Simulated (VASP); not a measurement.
Set up this calculation in VASP 6.6.1, as the native input.

| Item | Value |
| --- | --- |
| Task | single point |
| Functional | PBE |
| Potentials or basis | VASP PAW PBE potentials, release 64 (Cd, Se) |
| Cutoff | 520 eV |
| k mesh | 6 × 6 × 6 |
| Occupations | gaussian, width 0.1 eV |
| Spin | no spin polarisation |
| Dipole correction | no |
| Further INCAR settings | ALGO = Normal; EDIFF = 1e-06; NBANDS = 26 |

The structure of CdSe4 lies in POSCAR:

```
CdSe4
1.0
   -4.1550347883      4.1550347883      2.1786463073
    4.1550347883     -4.1550347883      2.1786463073
    4.1550347883      4.1550347883     -2.1786463073
Cd Se
1 4
Direct
    0.0000000000      0.0000000000      0.0000000000
    0.2812159045      0.8183352834      0.0995511879
    0.1816647166      0.2812159045      0.4628806212
    0.8183352834      0.7187840955      0.5371193788
    0.7187840955      0.1816647166      0.9004488121
```

The cell was generated, and may not be a known phase.

The input as run:

INCAR

```
SYSTEM = CdSe4
ALGO = Normal ; EDIFF = 1E-6
ENCUT = 520 ; GGA = PE
ISIF = 2 ; ISMEAR = 0
LASPH = .TRUE. ; LCHARG = .TRUE.
LELF = .TRUE. ; LREAL = .FALSE.
LVHAR = .TRUE. ; LWAVE = .FALSE.
NBANDS = 26 ; NELM = 100
PREC = Accurate ; SIGMA = 0.1
```

KPOINTS

```
k-points
0
G
  6 6 6
  0 0 0
```

Potentials or basis: VASP PAW PBE potentials, release 64 (Cd, Se).

Run with:

```bash
$ cat potpaw_PBE.64/Cd/POTCAR potpaw_PBE.64/Se/POTCAR > POTCAR
$ mpirun -np 1 vasp_std > vasp.out
```

Results of the run:

```json
{
  "Pressure": "0.1 GPa",
  "Largest force": "0.039 eV/Å",
  "Band gap on the k mesh": "zero (bands 18 and 19 overlap by 2.57 eV)"
}
```

Run time: 4.3 min on 1 thread of Intel Xeon 8259CL, on a shared host, peak memory 0.36 GiB.
